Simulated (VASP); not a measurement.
CaMg, 2 atoms in the cell. It takes space group Pm-3m (No. 221, cubic). Conventional cell: a = 3.955 Å, b = 3.955 Å, c = 3.955 Å, α = 90.00°, β = 90.00°, γ = 90.00°. Within 4.5 Å of Ca (site symmetry m-3m) lie 8 Mg at 3.42 Å and 6 Ca at 3.95 Å. Within 4.5 Å of Mg (site symmetry m-3m) lie 8 Ca at 3.42 Å and 6 Mg at 3.95 Å. 

- Program: VASP 6.6.1
- Task: single point
- Functional: LDA
- Potentials or basis: VASP PAW LDA potentials, release 64 (Ca_sv, Mg)
- Cutoff: 520 eV
- k mesh: 12 × 12 × 12
- Occupations: gaussian, width 0.15 eV
- Spin: no spin polarisation
- Dipole correction: no
- Further INCAR settings: ALGO = Fast; EDIFF = 1e-06; NBANDS = 13

Potentials or basis: VASP PAW LDA potentials, release 64 (Ca_sv, Mg).

Run with:

```console
$ cat potpaw_LDA.64/Ca_sv/POTCAR potpaw_LDA.64/Mg/POTCAR > POTCAR
$ mpirun -np 1 vasp_std > vasp.out
```

Hardware: 1 thread of Intel(R) Xeon(R) 6975P-C (Granite Rapids), on a shared host.

How long does it take, and how much memory?

Wall time 60 s on 1 thread of Intel(R) Xeon(R) 6975P-C (Granite Rapids), with other jobs on the host, peak memory 0.2 GiB. Counts: scf iterations 14, k points 84.
